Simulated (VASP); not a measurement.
A run of VASP 6.6.1 is set up as follows.

The input INCAR:

```
  ALGO = Normal
  EDIFF = 1E-6
  ENCUT = 520
  GGA = PE
  ISIF = 2
  ISMEAR = 0
  ISPIN = 2
  LASPH = T
  LCHARG = F
  LDAU = T
  LDAUJ = 0 0
  LDAUL = 2 -1
  LDAUPRINT = 1
  LDAUTYPE = 2
  LDAUU = 5.3 0
  LMAXMIX = 4
  LORBIT = 11
  LREAL = F
  LWAVE = F
  MAGMOM = -3.41 3.41 0 0
  NBANDS = 26
  NELECT = 28.25
  NELM = 150
  PREC = Accurate
  SIGMA = 0.05
```

KPOINTS

```
k-points
0
Gamma
  10 10 6
```

File POSCAR:

```
FeO
1.0
    2.6281662533     -1.6021035014      0.0000000000
    2.6281662533      1.6021035014      0.0000000000
   -1.3498295265      0.0000000000      5.0800586090
Fe O
2 2
Direct
    0.5000000000      0.5000000000      0.5000000000
    0.0000000000      0.0000000000      0.0000000000
    0.7500000000      0.7500000000      0.2500000000
    0.2500000000      0.2500000000      0.7500000000
```

Potentials or basis: VASP PAW PBE potentials, release 64 (Fe, O).

The run is started by

```console
$ cat potpaw_PBE.64/Fe/POTCAR potpaw_PBE.64/O/POTCAR > POTCAR
$ mpirun -np 1 vasp_std > vasp.out
```

(1) Predict the net moment.

(2) Predict the site moments.

Answers

(1) 0.00 μB per cell.

(2) Fe -3.71, +3.71; O +0.00 μB.
